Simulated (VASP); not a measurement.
Set up this calculation in VASP 6.6.1, as the native input.

- Task: single point
- Functional: r2SCAN
- Potentials or basis: VASP PAW PBE potentials, release 64 (Ti_sv, C)
- Cutoff: 520 eV
- k mesh: 10 × 10 × 2
- Occupations: fermi-dirac, width 0.1 eV
- Spin: no spin polarisation
- Dipole correction: no
- Further INCAR settings: ALGO = Normal; EDIFF = 1e-06; NBANDS = 55

The system is Ti3C2.

```
Ti C
1.0
     3.14142    0.00000    0.00000
    -1.57071    2.72056    0.00000
     0.00000    0.00000   15.48601
Ti C
6 4
Cartesian
  0.0000 1.8137 13.0683
  1.5707 0.9069 5.3253
  1.5707 0.9069 2.4177
  0.0000 1.8137 10.1607
  0.0000 0.0000 0.0000
  0.0000 0.0000 7.7430
  1.5707 0.9069 14.1558
  0.0000 1.8137 6.4128
  1.5707 0.9069 9.0733
  0.0000 1.8137 1.3302
```

These files were run (other wordings do the same):

POSCAR

```
Ti3C2
1.0
    3.1414244489      0.0000000000      0.0000000000
   -1.5707122245      2.7205600321      0.0000000000
    0.0000000000      0.0000000000     15.4860055463
Ti C
6 4
Direct
    0.3333333333      0.6666666667      0.8438800000
    0.6666666667      0.3333333333      0.3438800000
    0.6666666667      0.3333333333      0.1561200000
    0.3333333333      0.6666666667      0.6561200000
    0.0000000000      0.0000000000      0.0000000000
    0.0000000000      0.0000000000      0.5000000000
    0.6666666667      0.3333333333      0.9141000000
    0.3333333333      0.6666666667      0.4141000000
    0.6666666667      0.3333333333      0.5859000000
    0.3333333333      0.6666666667      0.0859000000
```

INCAR.step1

```
  PREC = Accurate
  ENCUT = 520
  ISMEAR = -1
  SIGMA = 0.1
  LREAL = F
  LASPH = T
  NELM = 100
  NBANDS = 55
  GGA = PE
  ALGO = Normal
  EDIFF = 1E-4
  LWAVE = T
  LCHARG = F
```

INCAR.step2

```
  PREC = Accurate
  ENCUT = 520
  EDIFF = 1E-6
  ISMEAR = -1
  SIGMA = 0.1
  LREAL = F
  LASPH = T
  NELM = 100
  ALGO = Normal
  ISIF = 2
  LWAVE = F
  LCHARG = F
  METAGGA = R2SCAN
  LMIXTAU = T
  NBANDS = 55
  ISTART = 1
```

KPOINTS

```
Automatic mesh
0
Gamma
  10 10 2
```

Potentials or basis: VASP PAW PBE potentials, release 64 (Ti_sv, C).

The run is started by

```console
$ cat potpaw_PBE.64/Ti_sv/POTCAR potpaw_PBE.64/C/POTCAR > POTCAR
$ cp INCAR.step1 INCAR
$ mpirun -np 1 vasp_std > vasp.out
$ cp INCAR.step2 INCAR
$ mpirun -np 1 vasp_std > vasp.out
```

Results of the run:

| Quantity | Value |
| --- | --- |
| Pressure | -12.6 GPa |
| Largest force | 0.885 eV/Å |
| Band gap on the k mesh | zero (bands 44 and 45 overlap by 0.60 eV) |

Caveat: the cell stands under tension; the PAW data sets were made with another functional, which shifts forces and pressure a little.

Run time: 27 min on 1 thread of Oxide Virtual Turin-like Processor, with other jobs on the host, peak memory 0.32 GiB.
